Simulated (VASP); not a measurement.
Here is a VASP 6.6.1 calculation.

Contents of INCAR:

```
SYSTEM = Si6O11
ALGO = Normal
EDIFF = 1E-6
ENCUT = 520
GGA = PE
ISIF = 2
ISMEAR = 0
IVDW = 12
LASPH = .True.
LCHARG = .False.
LREAL = Auto
LWAVE = .False.
NBANDS = 59
NELECT = 88.0
NELM = 60
PREC = Accurate
SIGMA = 0.05
```

The input KPOINTS:

```
k-points
0
Gamma
  4 4 2
  0 0 0
```

POSCAR

```
Si6O11
1.0
   -2.4573906087      4.2563253884      0.0000000000
    0.0000000000      0.0000000000      5.4210324304
    7.3721718262      4.2563253883      0.0000000000
Si O
6 11
Direct
    0.7669799462      0.6666666667      0.2330200538
    0.2669799462      0.6666666667      0.7330200538
    0.9660401075      0.3333333333      0.5000000000
    0.4660401075      0.3333333333      0.0000000000
    0.2669799462      0.0000000000      0.2669799462
    0.7669799462      0.0000000000      0.7669799462
    0.2730030153      0.2203350802      0.1370425925
    0.7730030153      0.2203350802      0.6370425925
    0.0690623811      0.8870017469      0.7949771961
    0.6579346037      0.5536684135      0.0679802114
    0.1579346037      0.5536684135      0.5679802114
    0.0690623811      0.7796649198      0.2050228039
    0.5690623811      0.7796649198      0.7050228039
    0.2607165480      0.0564991266      0.3977591405
    0.6579346037      0.1129982531      0.9320197886
    0.7730030153      0.4463315865      0.3629574075
    0.2730030153      0.4463315865      0.8629574075
```

Potentials or basis: VASP PAW PBE potentials, release 64 (Si, O).

Run with:

```sh
$ cat potpaw_PBE.64/Si/POTCAR potpaw_PBE.64/O/POTCAR > POTCAR
$ mpirun -np 1 vasp_std > vasp.out
```

Problem. Predict the dispersion energy per atom.

Solution. -0.142 eV.

Problem. What does it give for the largest force?

Solution. 57.806 eV/Å.

Forces on the atoms (eV/Å):
```
Si   -2.380   0.932  -2.523
Si    0.420   0.425   0.012
Si    1.615   1.848   1.020
Si   -0.912  -1.516  -0.779
Si  -46.588 -26.997 -13.072
Si    0.345   0.327  -0.633
O    -0.136   0.435  -0.726
O    -1.801  -0.072   0.013
O    -0.116   0.019  -0.007
O     0.849   0.937   1.535
O    -1.002  -0.986  -1.198
O     0.109  -0.747  -0.153
O    -0.196   0.026   0.093
O    49.361  25.292  16.290
O     0.451   0.228   0.361
O    -0.183  -0.299  -0.194
O     0.165   0.148  -0.038
```

Caveat: the k points lie up to 0.37 Å⁻¹ apart; the cell carries a net charge on a neutralising background, which shifts energy and pressure; the cell differs from its parent crystal (atoms taken out, atom 14 moved 0.250 of the way to it and +0.000 Å across, host rigid); atoms lie so close that the PAW spheres overlap strongly, which falsifies energies and pressures.
